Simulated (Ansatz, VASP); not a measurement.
# GeWCl3: VASP beside Ansatz

```
Ge W Cl
1.0
     4.95804    0.00000    0.00000
     0.00000    4.95804    0.00000
     0.00000    0.00000    4.95804
Ge W Cl
1 1 3
Direct
  0.00000 0.00000 0.00000
  0.50000 0.50000 0.50000
  0.00000 0.50000 0.50000
  0.50000 0.00000 0.50000
  0.50000 0.50000 0.00000
```

Alike in both runs: functional PBE; k mesh 4 × 4 × 4; occupations gaussian, width 0.1 eV; collinear spin.

Ansatz relaxed the structure, and its values are those at the end. VASP's run is a single point on that final structure, the one shown.

|  | VASP | Ansatz |
| --- | --- | --- |
| version | VASP 6.6.1 | Ansatz 0.2.0 |
| potentials or method | VASP PAW PBE potentials, release 64 (Ge_d, W_sv, Cl), cutoff 520 eV | scalar-relativistic, plane waves, PAW |
| valence electrons in the cell | 49 | 49 |

```tsv
	VASP	Ansatz	Ansatz less VASP
gap on the k mesh at the Fermi level (eV)	none	none	-
pressure (GPa)	0.5	0.4	-0.09
net moment per atom (μB)	0.92	0.91	-0.002
size of the moment on the site where the two differ most (μB)	2.42	1.94	-0.483
```

Site moments also hang on the region over which each program counts them. A gap of «none» marks a metal or a gap that the smearing closes. Ansatz's warnings: no starting moments.

Neither program's run includes spin-orbit coupling.
